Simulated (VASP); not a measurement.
Here is a VASP 6.6.1 calculation.

Contents of INCAR:

```
PREC = Accurate
ENCUT = 520
EDIFF = 1E-7
ISMEAR = 0
SIGMA = 0.1
LREAL = F
LASPH = T
NELM = 80
ALGO = Fast
ISIF = 2
LWAVE = F
LCHARG = F
GGA = PE
NBANDS = 62
```

The input KPOINTS:

```
regular mesh
0
Gamma
  6 6 12
```

POSCAR

```
In
1.0
    9.7583381265      0.0000000000      0.0000000000
   -4.8791690633      8.4509687163      0.0000000000
    0.0000000000      0.0000000000      3.2028205986
In
8
Direct
    0.8245571786      0.1754428214      0.5000000000
    0.8245571786      0.6491143571      0.5000000000
    0.3508856429      0.1754428214      0.5000000000
    0.1754428214      0.8245571786      0.5000000000
    0.1754428214      0.3508856429      0.5000000000
    0.6491143571      0.8245571786      0.5000000000
    0.3333333333      0.6666666667      0.0000000000
    0.6666666667      0.3333333333      0.0000000000
```

Potentials or basis: VASP PAW PBE potentials, release 64 (In_d).

Launch:

```sh
$ cat potpaw_PBE.64/In_d/POTCAR > POTCAR
$ mpirun -np 1 vasp_std > vasp.out
```

**Question.** What does it give for the pressure?

**Answer.** 0.0 GPa.

**Question.** Estimate the band gap on the k mesh.

**Answer.** Zero (band 52 reaches 5.74 eV, above the bottom of band 53 at 3.99 eV).

Caveat: spin-orbit coupling is left out, which moves the levels of the heavy elements.
